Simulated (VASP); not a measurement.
A run of VASP 6.6.1:

POSCAR

```
Sc
1.0
    0.0000000000      2.2600000000      2.2600000000
    2.2600000000      0.0000000000      2.2600000000
    2.2600000000      2.2600000000      0.0000000000
Sc
1
Direct
    0.0000000000      0.0000000000      0.0000000000
```

File INCAR.step1:

```
PREC = Accurate
ENCUT = 520
EDIFF = 1E-7
ISMEAR = -1
SIGMA = 0.03
LREAL = F
LASPH = T
NELM = 60
ALGO = Normal
ISIF = 2
LWAVE = F
LCHARG = T
LMAXMIX = 4
GGA = CA
NBANDS = 12
```

KPOINTS.step1

```
Automatic mesh
0
Gamma
  13 13 13
```

INCAR.step2

```
PREC = Accurate
ENCUT = 520
EDIFF = 1E-7
ISMEAR = -5
SIGMA = 0.03
LREAL = F
LASPH = T
NELM = 60
ALGO = Normal
ISIF = 2
LWAVE = F
LCHARG = F
LMAXMIX = 4
GGA = CA
LORBIT = 11
NBANDS = 12
NEDOS = 1001
ICHARG = 11
```

KPOINTS.step2

```
Automatic mesh
0
Gamma
  20 20 20
```

Potentials or basis: VASP PAW LDA potentials, release 64 (Sc_sv).

The run is started by

```bash
$ cat potpaw_LDA.64/Sc_sv/POTCAR > POTCAR
$ cp INCAR.step1 INCAR
$ cp KPOINTS.step1 KPOINTS
$ mpirun -np 1 vasp_std > vasp.out
$ cp INCAR.step2 INCAR
$ cp KPOINTS.step2 KPOINTS
$ mpirun -np 1 vasp_std > vasp.out
```

Hardware: 1 thread of Intel(R) Xeon(R) 6975P-C (Granite Rapids), with other jobs on the host.

Question: Estimate the wall time of this run.

Answer: It took 15 s on 1 thread of Intel(R) Xeon(R) 6975P-C (Granite Rapids), on a shared host, peak memory 0.18 GiB. Counts: k points 256.
